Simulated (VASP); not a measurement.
# Ta (P6_3/mmc) in VASP: settings compared, part 2 of 2

VASP 6.6.1. Earlier steps stand in the parts before.

## 3. Single point, r2SCAN

This run uses another cell than the first one, of 17.69 Å³/atom.

Input file POSCAR:

```
Ta
1.0
    2.8411641924      0.0000000000      0.0000000000
   -1.4205820962      2.4605203670      0.0000000000
    0.0000000000      0.0000000000      5.0608102442
Ta
2
Direct
    0.3333333333      0.6666666667      0.2500000000
    0.6666666667      0.3333333333      0.7500000000
```

Input file INCAR.step1:

```
PREC     = Accurate       # precision mode
ENCUT    = 520            # plane-wave cutoff, eV
ISMEAR   = -1             # smearing method
SIGMA    = 0.05           # smearing width, eV
LREAL    = False          # projectors in reciprocal space
LASPH    = True           # aspherical terms in the spheres
NELM     = 100            # most SCF steps
NBANDS   = 18             # bands
GGA      = PE             # functional
ALGO     = Normal         # electronic algorithm
EDIFF    = 1E-4           # SCF threshold, eV
LWAVE    = True           # write WAVECAR
LCHARG   = False          # write CHGCAR
```

Input file INCAR.step2:

```
PREC     = Accurate       # precision mode
ENCUT    = 520            # plane-wave cutoff, eV
EDIFF    = 1E-6           # SCF threshold, eV
ISMEAR   = -1             # smearing method
SIGMA    = 0.05           # smearing width, eV
LREAL    = False          # projectors in reciprocal space
LASPH    = True           # aspherical terms in the spheres
NELM     = 100            # most SCF steps
ALGO     = Normal         # electronic algorithm
ISIF     = 2              # what is computed and relaxed
LWAVE    = False          # write WAVECAR
LCHARG   = True           # write CHGCAR
METAGGA  = R2SCAN         # meta-GGA
LMIXTAU  = True         
LELF     = True           # ELF
LVHAR    = True         
NBANDS   = 18             # bands
ISTART   = 1
```

Input file KPOINTS:

```
Automatic mesh
0
Gamma
  11 11 5
```

Potentials or basis: VASP PAW PBE potentials, release 64 (Ta_pv).

On the command line:

```
$ cat potpaw_PBE.64/Ta_pv/POTCAR > POTCAR
$ cp INCAR.step1 INCAR
$ mpirun -np 1 vasp_std > vasp.out
$ cp INCAR.step2 INCAR
$ mpirun -np 1 vasp_std > vasp.out
```

OUTCAR:

```text
PREC = Accurate
   ENCUT = 520
   EDIFF = 1E-6
   ISMEAR = -1
   LREAL = False
   LASPH = True
   NELM = 100
   ISIF = 2
   METAGGA = R2SCAN
   ISTART = 1

 ion  position               nearest neighbor table
   1  0.333  0.667  0.250-   2 3.02   2 3.02   2 3.02   2 3.02   2 3.02   2 3.02
   2  0.667  0.333  0.750-   1 3.02   1 3.02   1 3.02   1 3.02   1 3.02   1 3.02

  LATTYP: Found a hexagonal cell.
 ALAT       =     2.8411641924
 C/A-ratio  =     1.7812452577

  Lattice vectors:

 A1 = (   2.8411641924,   0.0000000000,   0.0000000000)
 A2 = (  -1.4205820962,   2.4605203670,   0.0000000000)
 A3 = (   0.0000000000,   0.0000000000,   5.0608102442)

Analysis of symmetry for initial positions (statically):
=====================================================================
 Subroutine PRICEL returns:
 Original cell was already a primitive cell.

 Routine SETGRP: Setting up the symmetry group for a
 hexagonal supercell.

 Subroutine GETGRP returns: Found 24 space group operations
 (whereof 12 operations were pure point group operations)
 out of a pool of 24 trial point group operations.

The static configuration has the point symmetry D_3d.
 The point group associated with its full space group is D_6h.

Analysis of symmetry for dynamics (positions and initial velocities):
=====================================================================
 Subroutine PRICEL returns:
 Original cell was already a primitive cell.

 Routine SETGRP: Setting up the symmetry group for a
 hexagonal supercell.

 Subroutine GETGRP returns: Found 24 space group operations
 (whereof 12 operations were pure point group operations)
 out of a pool of 24 trial point group operations.

The dynamic configuration has the point symmetry D_3d.
 The point group associated with its full space group is D_6h.

 Subroutine INISYM returns: Found 24 space group operations
[... 112 lines left out ...]
   ISMEAR =    -1;   SIGMA  =   0.05  broadening in eV -4-tet -1-fermi 0-gaus
   EFERMI_NEDOS =   21; number of points for ismear=-14 and -15
   IALGO  =     38    algorithm
   IMIX   =      4    mixing-type and parameters
     AMIX     =   0.40;   BMIX     =  1.00
     AMIX_MAG =   1.60;   BMIX_MAG =  1.00
  volume/ion in A,a.u.               =      17.69       119.37
  Fermi-wavevector in a.u.,A,eV,Ry     =   1.397337  2.640585 26.566079  1.952552
  Thomas-Fermi vector in A             =   2.520603
   LORBIT       =      0    0 simple, 1 ext, 2 COOP (PROOUT), +10 PAW based schemes
   METAGGA = R2SCAN    functional components
   LHFCALC =     F    Hartree Fock is set to
   AEXX    =    0.0000 exact exchange contribution
   IVDW    =     0    specifies the selected vdW correction
   LEPSILON=     F    determine dielectric tensor
   LRPA    =     F    only Hartree local field effects (RPA)
 non-spin polarized calculation
  energy-cutoff  :      520.00
  volume of cell :       35.38
 maximum number of plane-waves:       968
 NGX is ok and might be reduce to    24
   NGX = 11   NGY = 11   NGZ = 19

 number of electron      21.9999997 magnetization

 Free energy of the ion-electron system (eV)
  ---------------------------------------------------
  ext. energy  EPLUGINS =         0.00000000
  ---------------------------------------------------
  free energy    TOTEN  =       -96.52674546 eV

  energy without entropy =      -96.50947251  energy(sigma->0) =      -96.51810899

 E-fermi :   6.0024     XC(G=0): -13.8555

 val. band max:        5.9646431315   @ k =   0.2727   0.2727   0.0000
 cond. band min:       6.0066050929   @ k =   0.3636  -0.0000   0.0000
 fundamental gap:      0.0419619614
 Fermi energy:         6.0024277966

 k-point     1 :       0.0000    0.0000    0.0000
  band No.  band energies     occupation
      1     -29.8211      2.00000
      2     -28.7630      2.00000
      3     -28.6354      2.00000
      4     -28.6353      2.00000
      5     -28.5323      2.00000
      6     -28.5323      2.00000
[... 481 lines left out ...]
      5     -28.7846      2.00000
      6     -28.6978      2.00000
[... 10 lines left out ...]
     17      11.7037      0.00000
     18      13.5748      0.00000

 [... further k-points ...]

------------------------ aborting loop because EDIFF is reached ----------------------------------------

  FORCE on cell =-STRESS in cart. coord.  units (eV):
  Direction    XX          YY          ZZ          XY          YZ          ZX
  --------------------------------------------------------------------------------------
  -------------------------------------------------------------------------------------
  Total        2.1415884      2.1415884      2.3001736      0.0000000      0.0000000     -0.0000000
  in kB       96.9847022     96.9847022    104.1664460      0.0000000      0.0000000     -0.0000000
  external PRESSURE =      99.3786168 kB  Pullay stress =       0.0000000 kB

 VOLUME and BASIS-vectors are now :
 -----------------------------------------------------------------------------
  energy-cutoff  :      520.00
  volume of cell :       35.38
      direct lattice vectors                 reciprocal lattice vectors
     2.841164192  0.000000000  0.000000000     0.351968395  0.203209047  0.000000000
    -1.420582096  2.460520367  0.000000000     0.000000000  0.406418095  0.000000000
     0.000000000  0.000000000  5.060810244     0.000000000  0.000000000  0.197596818

 POSITION                                       TOTAL-FORCE (eV/Angst)
 -----------------------------------------------------------------------------------
     -0.00000      1.64035      1.26520        -0.000000     -0.000000      0.000000
      1.42058      0.82017      3.79561         0.000000      0.000000      0.000000
 -----------------------------------------------------------------------------------
    total drift:                               -0.000000      0.000000     -0.000000

  FREE ENERGIE OF THE ION-ELECTRON SYSTEM (eV)
  ---------------------------------------------------
  free  energy   TOTEN  =       -96.5267454623 eV

  energy  without entropy=      -96.5094725096  energy(sigma->0) =      -96.51810899
```

OUTCAR.step1:

```text
PREC = Accurate
   ENCUT = 520
   ISMEAR = -1
   LREAL = False
   LASPH = True
[... 728 lines left out ...]
     -0.00000      1.64035      1.26520         0.000000      0.000000      0.000000
      1.42058      0.82017      3.79561        -0.000000     -0.000000      0.000000
 -----------------------------------------------------------------------------------
    total drift:                               -0.000000      0.000000     -0.000000

  FREE ENERGIE OF THE ION-ELECTRON SYSTEM (eV)
  ---------------------------------------------------
  free  energy   TOTEN  =       -23.0133034374 eV

  energy  without entropy=      -22.9971525442  energy(sigma->0) =      -23.00522799
```

OSZICAR.step1:

```text
N       E                     dE             d eps       ncg     rms          rms(c)
DAV:   1     0.172446095426E+03    0.17245E+03   -0.12812E+04  1736   0.128E+03
DAV:   2    -0.197874217075E+02   -0.19223E+03   -0.18898E+03  2162   0.360E+02
DAV:   3    -0.238255214609E+02   -0.40381E+01   -0.39894E+01  2004   0.496E+01
DAV:   4    -0.238535707247E+02   -0.28049E-01   -0.28027E-01  1946   0.435E+00
DAV:   5    -0.238537835327E+02   -0.21281E-03   -0.21280E-03  1944   0.357E-01    0.196E+01
DAV:   6    -0.232244317771E+02    0.62935E+00   -0.63293E-01  1904   0.719E+00    0.979E+00
DAV:   7    -0.230158948826E+02    0.20854E+00   -0.60001E-01  1982   0.665E+00    0.490E-01
DAV:   8    -0.230133091061E+02    0.25858E-02   -0.10200E-02  1936   0.900E-01    0.136E-01
DAV:   9    -0.230133034374E+02    0.56687E-05   -0.23218E-04  1872   0.133E-01
   1 F= -.23013303E+02 E0= -.23005228E+02  d E =-.161509E-01
```

It took 3.6 min on 1 thread of Intel Xeon 8259CL, shared host; peak memory 0.18 GiB.

What came out:

* Free energy: -96.5267 eV
* Pressure: 9.9 GPa
* Band gap on the k mesh: zero (bands 11 and 12 overlap by 1.64 eV)

Caveat: the cell stands under pressure; the PAW data sets were made with another functional, which shifts forces and pressure a little; spin-orbit coupling is left out, which moves the levels of the heavy elements.

## 4. Single point, r2SCAN

This run uses another cell than the first one, of 18.07 Å³/atom.

Input file POSCAR:

```
Ta
1.0
    2.8611730502      0.0000000000      0.0000000000
   -1.4305865251      2.4778485461      0.0000000000
    0.0000000000      0.0000000000      5.0964509272
Ta
2
Direct
    0.3333333333      0.6666666667      0.2500000000
    0.6666666667      0.3333333333      0.7500000000
```

Input file INCAR.step1:

```
  ALGO = Normal
  EDIFF = 1E-4
  ENCUT = 520
  GGA = PE
  ISMEAR = -1
  LASPH = True
  LCHARG = False
  LREAL = False
  LWAVE = True
  NBANDS = 18
  NELM = 100
  PREC = Accurate
  SIGMA = 0.05
```

Input file INCAR.step2:

```
  ALGO = Normal
  EDIFF = 1E-7
  ENCUT = 520
  ISIF = 2
  ISMEAR = -1
  ISTART = 1
  LASPH = True
  LCHARG = False
  LMIXTAU = True
  LREAL = False
  LWAVE = False
  METAGGA = R2SCAN
  NBANDS = 18
  NELM = 100
  PREC = Accurate
  SIGMA = 0.05
```

Input file KPOINTS:

```
k-points
0
Gamma
  11 11 5
```

Potentials or basis: VASP PAW PBE potentials, release 64 (Ta_pv).

On the command line:

```
$ cat potpaw_PBE.64/Ta_pv/POTCAR > POTCAR
$ cp INCAR.step1 INCAR
$ mpirun -np 1 vasp_std > vasp.out
$ cp INCAR.step2 INCAR
$ mpirun -np 1 vasp_std > vasp.out
```

OUTCAR:

```text
EDIFF = 1E-7
   ENCUT = 520
   ISIF = 2
   ISMEAR = -1
   ISTART = 1
   LASPH = True
   LREAL = False
   METAGGA = R2SCAN
   NELM = 100
   PREC = Accurate

 ion  position               nearest neighbor table
   1  0.333  0.667  0.250-   2 3.04   2 3.04   2 3.04   2 3.04   2 3.04   2 3.04
   2  0.667  0.333  0.750-   1 3.04   1 3.04   1 3.04   1 3.04   1 3.04   1 3.04

  LATTYP: Found a hexagonal cell.
 ALAT       =     2.8611730502
 C/A-ratio  =     1.7812452577

  Lattice vectors:

 A1 = (   2.8611730502,   0.0000000000,   0.0000000000)
 A2 = (  -1.4305865251,   2.4778485461,   0.0000000000)
 A3 = (   0.0000000000,   0.0000000000,   5.0964509272)

Analysis of symmetry for initial positions (statically):
=====================================================================
 Subroutine PRICEL returns:
 Original cell was already a primitive cell.

 Routine SETGRP: Setting up the symmetry group for a
 hexagonal supercell.

 Subroutine GETGRP returns: Found 24 space group operations
 (whereof 12 operations were pure point group operations)
 out of a pool of 24 trial point group operations.

The static configuration has the point symmetry D_3d.
 The point group associated with its full space group is D_6h.

[... 160 lines left out ...]

 E-fermi :   5.8205     XC(G=0): -13.7328

 val. band max:        5.8021794856   @ k =   0.2727   0.2727   0.0000
 cond. band min:       5.8381430527   @ k =   0.2727   0.0909   0.4000
 fundamental gap:      0.0359635672
 Fermi energy:         5.8204920256

 k-point     1 :       0.0000    0.0000    0.0000
  band No.  band energies     occupation
      1     -29.9981      2.00000
      2     -29.0135      2.00000
      3     -28.8882      2.00000
      4     -28.8882      2.00000
      5     -28.7919      2.00000
      6     -28.7919      2.00000
[... 481 lines left out ...]
      5     -29.0289      2.00000
      6     -28.9469      2.00000
[... 10 lines left out ...]
     17      11.3956      0.00000
     18      13.1989      0.00000

 [... further k-points ...]

------------------------ aborting loop because EDIFF is reached ----------------------------------------

  FORCE on cell =-STRESS in cart. coord.  units (eV):
  Direction    XX          YY          ZZ          XY          YZ          ZX
  --------------------------------------------------------------------------------------
  -------------------------------------------------------------------------------------
  Total        1.0898642      1.0898642      1.3091722      0.0000000     -0.0000000      0.0000000
  in kB       48.3277111     48.3277111     58.0524578      0.0000000     -0.0000000      0.0000000
  external PRESSURE =      51.5692933 kB  Pullay stress =       0.0000000 kB

 VOLUME and BASIS-vectors are now :
 -----------------------------------------------------------------------------
  energy-cutoff  :      520.00
  volume of cell :       36.13
      direct lattice vectors                 reciprocal lattice vectors
     2.861173050  0.000000000  0.000000000     0.349506997  0.201787959  0.000000000
    -1.430586525  2.477848546  0.000000000     0.000000000  0.403575917  0.000000000
     0.000000000  0.000000000  5.096450927     0.000000000  0.000000000  0.196214977

 POSITION                                       TOTAL-FORCE (eV/Angst)
 -----------------------------------------------------------------------------------
     -0.00000      1.65190      1.27411        -0.000000      0.000000      0.000000
      1.43059      0.82595      3.82234         0.000000     -0.000000      0.000000
 -----------------------------------------------------------------------------------
    total drift:                                0.000000     -0.000000      0.000000

  FREE ENERGIE OF THE ION-ELECTRON SYSTEM (eV)
  ---------------------------------------------------
  free  energy   TOTEN  =       -96.5621403480 eV

  energy  without entropy=      -96.5441262472  energy(sigma->0) =      -96.55313330
```

It took 3.9 min on 1 thread of Intel Xeon 8259CL, shared host; peak memory 0.18 GiB.

Results:

```
Free energy            : -96.5621 eV
Pressure               : 5.2 GPa
Band gap on the k mesh : zero (bands 11 and 12 overlap by 1.58 eV)
```

Levels at points of the mesh, in eV from the Fermi level:
| k point | band 8 | band 9 | band 10 | band 11 | band 12 | band 13 | band 14 | band 15 |
| --- | --- | --- | --- | --- | --- | --- | --- | --- |
| (0.00, 0.00, 0.00) | -5.34 | -0.69 | -0.29 | 0.65 | 0.65 | 1.27 | 1.27 | 3.34 |

Caveat: the cell stands under pressure; the PAW data sets were made with another functional, which shifts forces and pressure a little; spin-orbit coupling is left out, which moves the levels of the heavy elements.

## 5. Overview

| level | potentials or basis | cell | gap on the mesh (eV) | pressure (GPa) |
| --- | --- | --- | --- | --- |
| LDA | VASP PAW LDA potentials, release 64 (Ta_pv) | a = 2.939, b = 2.939, c = 5.234 Å, angles 90.0, 90.0, 120.0°, 2 atoms | none | -17.4 |
| r2SCAN | VASP PAW PBE potentials, release 64 (Ta_pv) | a = 2.841, b = 2.841, c = 5.061 Å, angles 90.0, 90.0, 120.0°, 2 atoms | none | 9.9 |
| r2SCAN | VASP PAW PBE potentials, release 64 (Ta_pv) | a = 2.861, b = 2.861, c = 5.096 Å, angles 90.0, 90.0, 120.0°, 2 atoms | none | 5.2 |

Alike in all rows: task single point; no spin polarisation; k mesh 11 × 11 × 5; cutoff (eV) 520; smearing fermi-dirac 0.05 eV.

Caveats: spin-orbit coupling is left out, which moves the levels of the heavy elements; the cell stands under pressure (at least some runs); the PAW data sets were made with another functional, which shifts forces and pressure a little (at least some runs); the cell stands under tension (at least some runs).

Absolute energies hang on the potentials; compare differences alone.
